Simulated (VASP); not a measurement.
GaSi16 (a cell with a defect): single point with PBE+D3(BJ)

GaSi16 (a cell with a defect):

```
Si Ga
1.0
     0.00000    5.43000    5.43000
     5.43000    0.00000    5.43000
     5.43000    5.43000    0.00000
Si Ga
16 1
Direct
  0.99996 0.99943 0.00077
  0.12036 0.12016 0.12089
  0.99709 0.99706 0.50327
  0.12025 0.12002 0.63953
  0.99718 0.50244 0.99767
  0.12046 0.63816 0.12096
  0.99714 0.50238 0.50333
  0.12868 0.62357 0.62412
  0.50271 0.99708 0.99760
  0.63872 0.12013 0.12086
  0.50265 0.99703 0.50324
  0.62363 0.12860 0.62413
  0.50278 0.50241 0.99765
  0.62364 0.62358 0.12913
  0.49992 0.49977 0.50042
  0.62363 0.62357 0.62412
  0.24996 0.24938 0.25083
```

```json
{"Program": "VASP 6.6.1", "Task": "single point", "Functional": "PBE", "Dispersion": "D3(BJ)", "Potentials or basis": "VASP PAW PBE potentials, release 64 (Si, Ga_d)", "Cutoff": "520 eV", "k mesh": "2 × 2 × 2", "Occupations": "gaussian, width 0.02 eV", "Spin": "collinear spin", "Starting moments": "[0.0, 0.0, 0.0, 0.0, 0.0, 0.0, 0.0, 0.0, 0.0, 0.0, 0.0, 0.0, 0.0, 0.0, 0.0, 0.0, 1.0] μB"}
```

The pressure is 3.3 GPa. The largest force is 0.010 eV/Å. The net moment is 0.25 μB per cell, the valence electrons inside the program's atomic spheres are Si 1.76, 1.70, 1.68, 1.71 (each value once); Ga 11.86 and the dispersion energy per atom is -0.331 eV.

Forces in eV/Å, atoms in the order of the input:
```
Si  -0.002 -0.001  0.002
Si  -0.001 -0.001 -0.001
Si  -0.003  0.003 -0.007
Si   0.001  0.000 -0.001
Si   0.002 -0.007  0.001
Si   0.003 -0.002  0.002
Si   0.007 -0.001  0.002
Si  -0.004  0.007  0.000
Si  -0.006  0.002 -0.003
Si  -0.002  0.000  0.002
Si  -0.002  0.007 -0.003
Si   0.006 -0.003  0.005
Si   0.003 -0.001  0.007
Si   0.002  0.007 -0.006
Si   0.000 -0.008  0.006
Si  -0.005  0.000 -0.007
Ga   0.000 -0.003  0.002
```

Levels at points of the mesh, in eV from the Fermi level:
Spin up:
```tsv
k point	band 36	band 37	band 38	band 39	band 40	band 41
(0.00, 0.00, 0.00)	-0.73	-0.72	-0.72	-0.18	-0.18	-0.18
(0.50, 0.00, 0.00)	-1.45	-1.45	-1.12	0.12	0.58	0.59
(0.00, 0.50, 0.00)	-1.45	-1.45	-1.12	0.13	0.58	0.58
(0.00, 0.00, 0.50)	-1.45	-1.45	-1.12	0.13	0.59	0.59
(0.50, 0.50, 0.50)	-1.45	-1.45	-1.12	0.13	0.58	0.59
(0.50, 0.50, 0.00)	-1.98	-1.92	-0.67	0.25	1.11	1.22
(0.00, 0.50, 0.50)	-1.98	-1.92	-0.67	0.25	1.11	1.22
(0.50, 0.00, 0.50)	-1.98	-1.92	-0.67	0.25	1.11	1.22
```
Spin down:
```tsv
k point	band 36	band 37	band 38	band 39	band 40	band 41
(0.00, 0.00, 0.00)	-0.72	-0.72	-0.72	-0.17	-0.17	-0.17
(0.50, 0.00, 0.00)	-1.44	-1.44	-1.11	0.14	0.62	0.63
(0.00, 0.50, 0.00)	-1.44	-1.44	-1.11	0.14	0.62	0.62
(0.00, 0.00, 0.50)	-1.44	-1.44	-1.11	0.14	0.63	0.63
(0.50, 0.50, 0.50)	-1.44	-1.44	-1.11	0.14	0.62	0.63
(0.50, 0.50, 0.00)	-1.97	-1.91	-0.65	0.29	1.13	1.24
(0.00, 0.50, 0.50)	-1.97	-1.91	-0.65	0.29	1.13	1.24
(0.50, 0.00, 0.50)	-1.97	-1.91	-0.65	0.29	1.13	1.24
```

Wall time 10 min on 1 thread of Intel Xeon 8259CL, on a shared host, peak memory 0.69 GiB.

Caveat: the k points lie up to 0.50 Å⁻¹ apart.
